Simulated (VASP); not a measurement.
# NdHf (P4/nmm) in VASP: further runs

NdHf is run at these levels: PBE; tasks: single point, relaxation of cell and atoms.

Everything below comes from runs of VASP 6.6.1. Logs are shortened: lines on timing, memory, paths and dates and some standing lists are left out, and cuts for length are marked.

**1. The cell of the first run**

The structure is tetragonal, space group P4/nmm (No. 129). Conventional cell: a = 3.239 Å, b = 3.239 Å, c = 9.747 Å, α = 90.00°, β = 90.00°, γ = 90.00°. Nd (site symmetry 4mm) has 8 Nd at 3.24 to 3.63 Å and 4 Hf at 3.35 Å within 4.3 Å. Hf (site symmetry 4mm) has 8 Hf at 3.06 to 3.24 Å and 4 Nd at 3.35 Å within 4.0 Å.

**2. Single point, PBE (25.56 Å³/atom)**

INCAR

```
PREC = Accurate ; ENCUT = 500
EDIFF = 1E-6 ; ISMEAR = 0
SIGMA = 0.1 ; LREAL = F
LASPH = T ; NELM = 200
ALGO = Normal ; ISIF = 2
LWAVE = F ; LCHARG = T
GGA = PE ; LELF = T
LVHAR = T ; NBANDS = 29
GGA_COMPAT = F ; LMAXMIX = 6
```

KPOINTS

```
regular mesh
0
Gamma
  10 10 4
```

POSCAR

```
NdHf
1.0
    3.2387004998      0.0000000000      0.0000000000
    0.0000000000      3.2387004998      0.0000000000
    0.0000000000      0.0000000000      9.7474975631
Nd Hf
2 2
Direct
    0.0000000000      0.5000000000      0.1445710080
    0.5000000000      0.0000000000      0.8554289920
    0.0000000000      0.5000000000      0.6044361508
    0.5000000000      0.0000000000      0.3955638492
```

Potentials or basis: VASP PAW PBE potentials, release 64 (Nd_3, Hf_pv), 4f in core.

Run with:

```console
$ cat potpaw_PBE.64/Nd_3/POTCAR potpaw_PBE.64/Hf_pv/POTCAR > POTCAR
$ mpirun -np 1 vasp_std > vasp.out
```

OUTCAR:

```text
PREC = Accurate
   ENCUT = 500
   EDIFF = 1E-6
   ISMEAR = 0
   LREAL = F
   LASPH = T
   NELM = 200
   ISIF = 2
   GGA = PE

 ion  position               nearest neighbor table
   1  0.000  0.500  0.145-   4 3.35   4 3.35   4 3.35   4 3.35   2 3.63   2 3.63   2 3.63   2 3.63

   2  0.500  0.000  0.855-   3 3.35   3 3.35   3 3.35   3 3.35   1 3.63   1 3.63   1 3.63   1 3.63

   3  0.000  0.500  0.604-   4 3.06   4 3.06   4 3.06   4 3.06   2 3.35   2 3.35   2 3.35   2 3.35

   4  0.500  0.000  0.396-   3 3.06   3 3.06   3 3.06   3 3.06   1 3.35   1 3.35   1 3.35   1 3.35

  LATTYP: Found a simple tetragonal cell.
 ALAT       =     3.2387004998
 C/A-ratio  =     3.0096940312

  Lattice vectors:

 A1 = (   3.2387004998,   0.0000000000,   0.0000000000)
 A2 = (   0.0000000000,   3.2387004998,   0.0000000000)
 A3 = (   0.0000000000,   0.0000000000,   9.7474975631)

Analysis of symmetry for initial positions (statically):
=====================================================================
 Subroutine PRICEL returns:
 Original cell was already a primitive cell.

 Routine SETGRP: Setting up the symmetry group for a
 simple tetragonal supercell.

 Subroutine GETGRP returns: Found 16 space group operations
 (whereof  8 operations were pure point group operations)
 out of a pool of 16 trial point group operations.

The static configuration has the point symmetry D_2d.
 The point group associated with its full space group is D_4h.

Analysis of symmetry for dynamics (positions and initial velocities):
=====================================================================
 Subroutine PRICEL returns:
 Original cell was already a primitive cell.

 Routine SETGRP: Setting up the symmetry group for a
 simple tetragonal supercell.

 Subroutine GETGRP returns: Found 16 space group operations
 (whereof  8 operations were pure point group operations)
 out of a pool of 16 trial point group operations.

The dynamic configuration has the point symmetry D_2d.
 The point group associated with its full space group is D_4h.

 Subroutine INISYM returns: Found 16 space group operations
 (whereof  8 operations are pure point group operations),
 and found     1 'primitive' translations

----------------------------------------------------------------------------------------

                                     Primitive cell

  volume of cell :     102.2433

  direct lattice vectors                    reciprocal lattice vectors
     3.238700500  0.000000000  0.000000000     0.308765815  0.000000000  0.000000000
     0.000000000  3.238700500  0.000000000     0.000000000  0.308765815  0.000000000
     0.000000000  0.000000000  9.747497563     0.000000000  0.000000000  0.102590433

  length of vectors
     3.238700500  3.238700500  9.747497563     0.308765815  0.308765815  0.102590433

  position of ions in fractional coordinates (direct lattice)
     0.000000000  0.500000000  0.144571008
     0.500000000  0.000000000  0.855428992
     0.000000000  0.500000000  0.604436151
     0.500000000  0.000000000  0.395563849

  ion indices of the primitive-cell ions
   primitive index   ion index
                 1           1
                 2           2
                 3           3
                 4           4

----------------------------------------------------------------------------------------

 KPOINTS: regular mesh

Automatic generation of k-mesh.
 Grid dimensions read from file:
 generate k-points for:   10   10    4

 Generating k-lattice:

  Cartesian coordinates                     Fractional coordinates (reciprocal lattice)
     0.030876582  0.000000000  0.000000000     0.100000000  0.000000000  0.000000000
     0.000000000  0.030876582  0.000000000     0.000000000  0.100000000  0.000000000
     0.000000000  0.000000000  0.025647608     0.000000000  0.000000000  0.250000000

  Length of vectors
     0.030876582  0.030876582  0.025647608

  Shift w.r.t. Gamma in fractional coordinates (k-lattice)
     0.000000000  0.000000000  0.000000000

 Subroutine IBZKPT returns following result:
 ===========================================

 Found     63 irreducible k-points:

 Following reciprocal coordinates:
            Coordinates               Weight
  0.000000  0.000000  0.000000      1.000000
  0.100000  0.000000  0.000000      4.000000
  0.200000  0.000000  0.000000      4.000000
  0.300000  0.000000  0.000000      4.000000
  0.400000  0.000000  0.000000      4.000000
  0.500000  0.000000  0.000000      2.000000
[... 16 lines left out ...]
  0.100000  0.000000  0.250000      8.000000
  0.200000  0.000000  0.250000      8.000000
 [... further k-points ...]
   k-points           NKPTS =     63   k-points in BZ     NKDIM =     63   number of bands    NBANDS=     29
   number of dos      NEDOS =    301   number of ions     NIONS =      4
   total plane-waves  NPLWV =  41472
   dimension x,y,z NGX =    24 NGY =   24 NGZ =   72
   dimension x,y,z NGXF=    48 NGYF=   48 NGZF=  144
[... 33 lines left out ...]
     AMIX_MAG =   1.60;   BMIX_MAG =  1.00
  volume/ion in A,a.u.               =      25.56       172.49
  Fermi-wavevector in a.u.,A,eV,Ry     =   1.216969  2.299739 20.150429  1.481015
  Thomas-Fermi vector in A             =   2.352306
   LORBIT       =      0    0 simple, 1 ext, 2 COOP (PROOUT), +10 PAW based schemes
   GGA     = PE    functional components
   LHFCALC =     F    Hartree Fock is set to
   AEXX    =    0.0000 exact exchange contribution
   IVDW    =     0    specifies the selected vdW correction
   LEPSILON=     F    determine dielectric tensor
   LRPA    =     F    only Hartree local field effects (RPA)
 non-spin polarized calculation
 Gauss-broadening in eV      SIGMA  =   0.10
  energy-cutoff  :      500.00
  volume of cell :      102.24
 maximum number of plane-waves:      2640
 NGX is ok and might be reduce to    24
   NGX = 11   NGY = 11   NGZ = 35

 number of electron      42.0000006 magnetization

 Free energy of the ion-electron system (eV)
  ---------------------------------------------------
  ext. energy  EPLUGINS =         0.00000000
  ---------------------------------------------------
  free energy    TOTEN  =       -28.52227831 eV

  energy without entropy =      -28.49543000  energy(sigma->0) =      -28.50885415

 E-fermi :   4.6224     XC(G=0): -10.8579

 val. band max:        4.6221493486   @ k =   0.2000   0.1000   0.0000
 cond. band min:       4.6252488442   @ k =   0.3000   0.0000   0.2500
 fundamental gap:      0.0030994956
 Fermi energy:         4.6224342232

 k-point     1 :       0.0000    0.0000    0.0000
  band No.  band energies     occupation
      1     -32.9610      2.00000
      2     -32.8638      2.00000
      3     -26.1126      2.00000
      4     -25.8209      2.00000
      5     -25.8209      2.00000
      6     -25.6846      2.00000
[... 21 lines left out ...]
     28       8.0348      0.00000
     29       8.0348      0.00000

 k-point     2 :       0.1000    0.0000    0.0000
  band No.  band energies     occupation
      1     -32.9424      2.00000
      2     -32.8496      2.00000
      3     -26.1089      2.00000
      4     -25.8748      2.00000
      5     -25.8125      2.00000
      6     -25.6656      2.00000
[... 21 lines left out ...]
     28       7.5873      0.00000
     29       8.1594      0.00000

 k-point     3 :       0.2000    0.0000    0.0000
  band No.  band energies     occupation
      1     -32.8926      2.00000
      2     -32.8129      2.00000
      3     -26.1064      2.00000
      4     -25.9827      2.00000
      5     -25.7890      2.00000
      6     -25.6931      2.00000
[... 21 lines left out ...]
     28       6.9332      0.00000
     29       7.7631      0.00000

 k-point     4 :       0.3000    0.0000    0.0000
  band No.  band energies     occupation
      1     -32.8279      2.00000
      2     -32.7693      2.00000
      3     -26.1269      2.00000
      4     -26.0933      2.00000
      5     -25.7546      2.00000
      6     -25.7469      2.00000
[... 597 lines left out ...]
     28       7.5278      0.00000
     29       7.5397      0.00000

 k-point    23 :       0.1000    0.0000    0.2500
  band No.  band energies     occupation
      1     -32.9424      2.00000
      2     -32.8496      2.00000
      3     -26.1088      2.00000
      4     -25.8748      2.00000
      5     -25.8125      2.00000
      6     -25.6657      2.00000
[... 21 lines left out ...]
     28       7.3145      0.00000
     29       7.6273      0.00000

 k-point    24 :       0.2000    0.0000    0.2500
  band No.  band energies     occupation
      1     -32.8927      2.00000
      2     -32.8129      2.00000
      3     -26.1063      2.00000
      4     -25.9828      2.00000
      5     -25.7890      2.00000
      6     -25.6931      2.00000
[... 21 lines left out ...]
     28       6.8380      0.00000
     29       8.0289      0.00000

 [... further k-points ...]

------------------------ aborting loop because EDIFF is reached ----------------------------------------

  FORCE on cell =-STRESS in cart. coord.  units (eV):
  Direction    XX          YY          ZZ          XY          YZ          ZX
  --------------------------------------------------------------------------------------
  -------------------------------------------------------------------------------------
  Total        3.6786802      3.6786802      3.7728419      0.0000000      0.0000000      0.0000000
  in kB       57.6458316     57.6458316     59.1213677      0.0000000      0.0000000      0.0000000
  external PRESSURE =      58.1376770 kB  Pullay stress =       0.0000000 kB

 VOLUME and BASIS-vectors are now :
 -----------------------------------------------------------------------------
  energy-cutoff  :      500.00
  volume of cell :      102.24
      direct lattice vectors                 reciprocal lattice vectors
     3.238700500  0.000000000  0.000000000     0.308765815  0.000000000  0.000000000
     0.000000000  3.238700500  0.000000000     0.000000000  0.308765815  0.000000000
     0.000000000  0.000000000  9.747497563     0.000000000  0.000000000  0.102590433

 POSITION                                       TOTAL-FORCE (eV/Angst)
 -----------------------------------------------------------------------------------
      0.00000      1.61935      1.40921        -0.000000      0.000000     -0.036208
      1.61935      0.00000      8.33829         0.000000     -0.000000      0.036208
      0.00000      1.61935      5.89174         0.000000     -0.000000     -0.096871
      1.61935      0.00000      3.85576        -0.000000     -0.000000      0.096871
 -----------------------------------------------------------------------------------
    total drift:                                0.000000      0.000000      0.000000

  FREE ENERGIE OF THE ION-ELECTRON SYSTEM (eV)
  ---------------------------------------------------
  free  energy   TOTEN  =       -28.5222783081 eV

  energy  without entropy=      -28.4954300009  energy(sigma->0) =      -28.50885415
```

Wall time 65 s (1 thread of Intel Xeon 6975P-C (Granite Rapids), shared host); peak memory 0.3 GiB.

What came out:

```
Free energy            : -28.5223 eV
Pressure               : 5.8 GPa
Largest force          : 0.097 eV/Å
Band gap on the k mesh : zero (bands 21 and 22 overlap by 1.88 eV)
```

Forces in eV/Å, atoms in the order of the input:
```
Nd   0.000  0.000 -0.036
Nd   0.000  0.000  0.036
Hf   0.000  0.000 -0.097
Hf   0.000  0.000  0.097
```

Stress tensor (GPa, compression positive):
```
5.76 0.00 0.00
0.00 5.76 0.00
0.00 0.00 5.91
```

Levels at points of the mesh, in eV from the Fermi level:
```tsv
k point	band 17	band 18	band 19	band 20	band 21	band 22	band 23	band 24	band 25	band 26
(0.00, 0.00, 0.00)	-2.77	-2.52	-2.03	-0.71	-0.69	1.11	1.21	1.22	1.54	1.54
(0.50, 0.00, 0.00)	-1.39	-1.39	-0.39	-0.39	0.16	0.16	1.20	1.20	1.22	1.22
(0.50, 0.50, 0.00)	-1.96	-1.96	-1.73	-1.73	-0.13	-0.13	-0.07	-0.07	2.63	2.63
(0.00, 0.00, 0.50)	-2.67	-2.27	-1.93	-1.31	0.09	0.88	1.52	1.67	1.67	2.15
(0.50, 0.00, 0.50)	-1.78	-1.78	0.18	0.18	0.33	0.33	0.98	0.98	1.30	1.30
(0.50, 0.50, 0.50)	-2.25	-2.25	-1.49	-1.49	-1.44	-1.44	1.33	1.33	2.82	2.82
```

Caveat: the cell stands under pressure; spin-orbit coupling is left out, which moves the levels of the heavy elements; the 4f electrons are frozen in the core, so they carry no moment and show no levels.

**3. Single point, PBE (26.40 Å³/atom)**

This run uses another cell than the first one, of 26.40 Å³/atom.

INCAR

```
SYSTEM = NdHf
ALGO = Normal
EDIFF = 1E-6
ENCUT = 500
GGA = PE
GGA_COMPAT = .False.
ISIF = 2
ISMEAR = 0
LASPH = .True.
LCHARG = .False.
LMAXMIX = 6
LREAL = .False.
LWAVE = .False.
NBANDS = 29
NELM = 200
PREC = Accurate
SIGMA = 0.1
```

KPOINTS

```
k-points
0
Gamma
  10 10 4
  0 0 0
```

POSCAR

```
NdHf
1.0
    3.2666000955      0.0000000000      0.0000000000
    0.0000000000      3.2666000955      0.0000000000
    0.0000000000      0.0000000000      9.8975848219
Nd Hf
2 2
Direct
    0.0000000000      0.5000000000      0.1462541787
    0.5000000000      0.0000000000      0.8537458213
    0.0000000000      0.5000000000      0.6029258637
    0.5000000000      0.0000000000      0.3970741363
```

Potentials or basis: VASP PAW PBE potentials, release 64 (Nd_3, Hf_pv), 4f in core.

Run with:

```console
$ cat potpaw_PBE.64/Nd_3/POTCAR potpaw_PBE.64/Hf_pv/POTCAR > POTCAR
$ mpirun -np 1 vasp_std > vasp.out
```

Run time: 70 s. Hardware: 1 thread of Intel Xeon 6975P-C (Granite Rapids), shared host; peak memory 0.3 GiB.

Results (log left out):

```
Free energy            : -28.6233 eV
Pressure               : 3.6 GPa
Largest force          : 0.087 eV/Å
Band gap on the k mesh : zero (bands 21 and 22 overlap by 1.74 eV)
```

Forces on the atoms (eV/Å):
```
Nd   0.000  0.000 -0.033
Nd   0.000  0.000  0.033
Hf   0.000  0.000 -0.087
Hf   0.000  0.000  0.087
```

Stress tensor (GPa, compression positive):
```
3.55 0.00 0.00
0.00 3.55 0.00
0.00 0.00 3.75
```

Levels at points of the mesh, in eV from the Fermi level:
| k point | band 17 | band 18 | band 19 | band 20 | band 21 | band 22 | band 23 | band 24 | band 25 | band 26 |
| --- | --- | --- | --- | --- | --- | --- | --- | --- | --- | --- |
| (0.00, 0.00, 0.00) | -2.81 | -2.46 | -1.95 | -0.65 | -0.64 | 0.99 | 1.17 | 1.20 | 1.52 | 1.52 |
| (0.50, 0.00, 0.00) | -1.41 | -1.41 | -0.41 | -0.41 | 0.19 | 0.19 | 1.21 | 1.21 | 1.21 | 1.21 |
| (0.50, 0.50, 0.00) | -1.85 | -1.85 | -1.68 | -1.68 | -0.12 | -0.12 | -0.08 | -0.08 | 2.57 | 2.57 |
| (0.00, 0.00, 0.50) | -2.63 | -2.22 | -1.86 | -1.20 | 0.07 | 0.91 | 1.27 | 1.63 | 1.63 | 2.03 |
| (0.50, 0.00, 0.50) | -1.74 | -1.74 | 0.14 | 0.14 | 0.31 | 0.31 | 0.98 | 0.98 | 1.26 | 1.26 |
| (0.50, 0.50, 0.50) | -2.15 | -2.15 | -1.44 | -1.44 | -1.33 | -1.33 | 1.24 | 1.24 | 2.71 | 2.71 |

Caveat: the cell stands under pressure; spin-orbit coupling is left out, which moves the levels of the heavy elements; the 4f electrons are frozen in the core, so they carry no moment and show no levels.

**4. Relaxation of cell and atoms, PBE**

This run uses another cell than the first one, of 23.72 Å³/atom.

INCAR

```
SYSTEM = NdHf
ALGO = Normal
EDIFF = 1E-7
EDIFFG = -0.08
ENCUT = 500
GGA = PE
GGA_COMPAT = .FALSE.
IBRION = 2
ISIF = 3
ISMEAR = 0
LASPH = .TRUE.
LCHARG = .FALSE.
LMAXMIX = 6
LREAL = .FALSE.
LWAVE = .FALSE.
NELM = 200
NELMIN = 4
NSW = 36
PREC = Accurate
SIGMA = 0.2
```

KPOINTS

```
k-points
0
G
  6 6 2
  0 0 0
```

POSCAR

```
NdHf
1.0
    3.1336019500      0.0000000000      0.0000000000
    0.0000000000      3.1336019500      0.0000000000
    0.0000000000      0.0000000000      9.6619397200
Nd Hf
2 2
Direct
    0.0000000000      0.5000000000      0.1300000000
    0.5000000000      0.0000000000      0.8700000000
    0.0000000000      0.5000000000      0.6079999800
    0.5000000000      0.0000000000      0.3920000200
```

Run with:

```console
$ cat potpaw_PBE.64/Nd_3/POTCAR potpaw_PBE.64/Hf_pv/POTCAR > POTCAR
$ mpirun -np 1 vasp_std > vasp.out
```

It took 2.5 min on 1 thread of Intel Xeon 6975P-C (Granite Rapids), shared host; peak memory 0.22 GiB.

The run converged. Its results:

```yaml
Free_energy: -28.7357 eV
Relaxed_volume: 28.05 Å³/atom
Relaxed_cell: a = 3.333 Å, b = 3.333 Å, c = 10.105 Å, α = 90.00°, β = 90.00°, γ = 90.00°
Space_group_after_relaxing_to_0.1_Å: P4/nmm (No. 129)
Energy_gained_by_relaxing: 174.0 meV/atom
Ionic_steps: 8
Pressure_after_relaxing: 0.2 GPa
Largest_force_after_relaxing: 0.053 eV/Å
Band_gap_on_the_k_mesh: zero (bands 21 and 22 overlap by 1.45 eV)
```

Forces on the atoms (eV/Å):
```
Nd   0.000  0.000 -0.053
Nd   0.000  0.000  0.053
Hf   0.000  0.000 -0.036
Hf   0.000  0.000  0.036
```

Stress tensor (GPa, compression positive):
```
0.13 0.00 0.00
0.00 0.13 0.00
0.00 0.00 0.38
```

Step by step:
| step | energy change (eV) | largest force (eV/Å) | pressure (GPa) | volume (Å³) |
| --- | --- | --- | --- | --- |
| 1 | 0.0000 | 0.6274 | 11.94 | 94.88 |
| 2 | -0.3599 | 0.7712 | -5.26 | 121.26 |
| 3 | -0.5383 | 0.6577 | -0.41 | 110.49 |
| 4 | -0.6062 | 0.5185 | -0.25 | 110.73 |
| 5 | -0.6582 | 0.2571 | 0.24 | 111.14 |
| 6 | -0.6754 | 0.1801 | -0.15 | 112.06 |
| 7 | -0.6893 | 0.0889 | -0.87 | 113.88 |
| 8 | -0.6961 | 0.0529 | 0.21 | 112.22 |

Final structure:
```
CELL_PARAMETERS angstrom
3.33254 0.00000 0.00000
0.00000 3.33254 0.00000
0.00000 0.00000 10.10458
ATOMIC_POSITIONS crystal
Nd 0.00000 0.50000 0.15043
Nd 0.50000 0.00000 0.84957
Hf 0.00000 0.50000 0.59974
Hf 0.50000 0.00000 0.40026
```

Levels at points of the mesh, in eV from the Fermi level:
| k point | band 17 | band 18 | band 19 | band 20 | band 21 | band 22 | band 23 | band 24 | band 25 |
| --- | --- | --- | --- | --- | --- | --- | --- | --- | --- |
| (0.00, 0.00, 0.00) | -2.86 | -2.38 | -1.82 | -0.56 | -0.52 | 0.80 | 1.20 | 1.26 | 1.46 |
| (0.50, 0.00, 0.00) | -1.43 | -1.43 | -0.40 | -0.40 | 0.22 | 0.22 | 1.10 | 1.10 | 1.30 |
| (0.50, 0.50, 0.00) | -1.64 | -1.64 | -1.56 | -1.56 | -0.10 | -0.10 | -0.09 | -0.09 | 2.51 |
| (0.00, 0.00, 0.50) | -2.54 | -2.16 | -1.76 | -1.02 | 0.06 | 0.89 | 1.05 | 1.55 | 1.97 |
| (0.50, 0.00, 0.50) | -1.66 | -1.66 | 0.06 | 0.06 | 0.29 | 0.29 | 0.97 | 0.97 | 1.14 |
| (0.50, 0.50, 0.50) | -1.96 | -1.96 | -1.32 | -1.32 | -1.13 | -1.13 | 1.06 | 1.06 | 2.52 |

Caveat: the volume moved by over 15 % at a fixed basis, so the end points are rough; spin-orbit coupling is left out, which moves the levels of the heavy elements; the 4f electrons are frozen in the core, so they carry no moment and show no levels; the relaxation stopped at a loose force limit of 0.08 eV/Å, so its end isn't a converged minimum. Spin polarisation is off, so any magnetic state and its effect on volume and gap are missing.

**5. Overview**

| task | cell | k mesh | smearing | gap on the mesh (eV) | pressure (GPa) | largest force (eV/Å) |
| --- | --- | --- | --- | --- | --- | --- |
| single point | a = 3.239, b = 3.239, c = 9.747 Å, 4 atoms, atomic positions A | 10 × 10 × 4 | gaussian 0.1 eV | none | 5.8 | 0.10 |
| single point | a = 3.267, b = 3.267, c = 9.898 Å, 4 atoms, atomic positions B | 10 × 10 × 4 | gaussian 0.1 eV | none | 3.6 | 0.09 |
| relaxation of cell and atoms | relaxed from a = 3.134, b = 3.134, c = 9.662 Å, 4 atoms, atomic positions C | 6 × 6 × 2 | gaussian 0.2 eV | none | 0.2 | 0.05 |

Alike in all rows: level PBE; potentials or basis VASP PAW PBE potentials, release 64 (Nd_3, Hf_pv), 4f in core; no spin polarisation; cutoff (eV) 500.

Caveats: spin-orbit coupling is left out, which moves the levels of the heavy elements; the 4f electrons are frozen in the core, so they carry no moment and show no levels; the cell stands under pressure (at least some runs); the volume moved by over 15 % at a fixed basis, so the end points are rough (at least some runs); the relaxation stopped at a loose force limit of 0.08 eV/Å, so its end isn't a converged minimum (at least some runs).

Absolute energies hang on the potentials; compare differences alone.

The gap in the log of VASP goes by the Fermi energy; the results here count the filled bands.